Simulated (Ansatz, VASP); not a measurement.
Two plane-wave programs on InSe

```
In Se
1.0
     4.05000    0.00000    0.00000
    -2.02500    3.50740    0.00000
     0.00000    0.00000   16.59140
In Se
4 4
Direct
  0.33333 0.66667 0.16594
  0.66667 0.33333 0.66594
  0.33333 0.66667 0.33406
  0.66667 0.33333 0.83406
  0.33333 0.66667 0.58931
  0.66667 0.33333 0.08931
  0.33333 0.66667 0.91069
  0.66667 0.33333 0.41069
```

Change from the starting cell: z stretched by -2 %, ions relaxed.

Alike in both runs: functional PBE; k mesh 13 × 13 × 3; occupations fermi-dirac, width 0.05 eV; no spin polarisation.

Ansatz relaxed the structure, and its values are those at the end. VASP's run is a single point on that final structure, the one shown.

```csv
,VASP,Ansatz
version,VASP 6.6.1,Ansatz 0.2.0
potentials or method,"VASP PAW PBE potentials, release 64 (In_d, Se)","plane-wave PAW, scalar-relativistic"
plane-wave cutoff (eV),520,420
valence electrons in the cell,76,116
```

Ansatz gave:

```
pressure (GPa)                     : 1.7
rms of the force components (eV/Å) : 0.001
```

What did VASP give for the same quantities?

Pressure (GPa): 1.8; rms of the force components (eV/Å): 0.007.

VASP's potentials hold 76 valence electrons a cell and Ansatz's 116, so a difference there can come from the potentials and not from the codes. Ansatz's warnings: stress scf threshold loose.
